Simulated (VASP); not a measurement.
The system is Pt.

```
Pt
1.0
     2.53490    0.00000    0.00000
    -1.26745    2.19529    0.00000
     0.00000    0.00000    4.37711
Pt
2
Direct
  0.66667 0.33333 0.75000
  0.33333 0.66667 0.25000
```

Base run:

```yaml
Program: VASP 6.6.1
Functional: LDA
Potentials_or_basis: VASP PAW LDA potentials, release 64 (Pt)
Cutoff: 520 eV
k_mesh: 21 × 21 × 10
Occupations: gaussian, width 0.15 eV
Spin: collinear spin, ferromagnetic start
Starting_moments: "[0.2, 0.2] μB"
Fixed_moment: 0.4 μB
```

Its results: pressure 103.7 GPa; site moments Pt +0.19 μB.

Problem. The run is repeated on the same cell with these changes: fixed moment from 0.4 μB to 1 μB; moments at the start from [0.2, 0.2] to [0.5, 0.5]. What comes out?

Solution. Pressure 105.6 GPa; site moments Pt +0.49 μB.

Caveats: the total moment is fixed, so each spin has its own Fermi level.
